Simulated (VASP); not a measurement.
A run of VASP 6.6.1:

File INCAR:

```
SYSTEM = Si2W3
PREC     = Accurate       ! precision mode
ENCUT    = 520            ! plane-wave cutoff, eV
EDIFF    = 1E-6           ! SCF threshold, eV
ISMEAR   = 0              ! smearing method
SIGMA    = 0.15           ! smearing width, eV
LREAL    = .False.        ! projectors in reciprocal space
LASPH    = .True.         ! aspherical terms in the spheres
NELM     = 100            ! most SCF steps
ALGO     = Fast           ! electronic algorithm
ISIF     = 2              ! what is computed and relaxed
LWAVE    = .False.        ! write WAVECAR
LCHARG   = .False.        ! write CHGCAR
GGA      = PE             ! functional
NBANDS   = 61             ! bands
```

Contents of KPOINTS:

```
regular mesh
0
Gamma
  6 6 12
  0 0 0
```

POSCAR

```
Si2W3
1.0
    7.1604370404      0.0000000000      0.0000000000
    0.0000000000      7.1604370404      0.0000000000
    0.0000000000      0.0000000000      3.3123213826
Si W
4 6
Direct
    0.1342329886      0.6342329886      0.0000000000
    0.8657670114      0.3657670114      0.0000000000
    0.6342329886      0.8657670114      0.0000000000
    0.3657670114      0.1342329886      0.0000000000
    0.5000000000      0.5000000000      0.0000000000
    0.0000000000      0.0000000000      0.0000000000
    0.6595119696      0.1595119696      0.5000000000
    0.3404880304      0.8404880304      0.5000000000
    0.1595119696      0.3404880304      0.5000000000
    0.8404880304      0.6595119696      0.5000000000
```

Potentials or basis: VASP PAW PBE potentials, release 64 (Si, W_sv).

Launch:

```bash
$ cat potpaw_PBE.64/Si/POTCAR potpaw_PBE.64/W_sv/POTCAR > POTCAR
$ mpirun -np 1 vasp_std > vasp.out
```

Hardware: 1 thread of Intel(R) Xeon(R) 6975P-C (Granite Rapids), on a shared host.

How long does it take, and how much memory?

Run time: 7.5 min on 1 thread of Intel(R) Xeon(R) 6975P-C (Granite Rapids), with other jobs on the host, peak memory 0.62 GiB. Counts: scf iterations 19, k points 70.
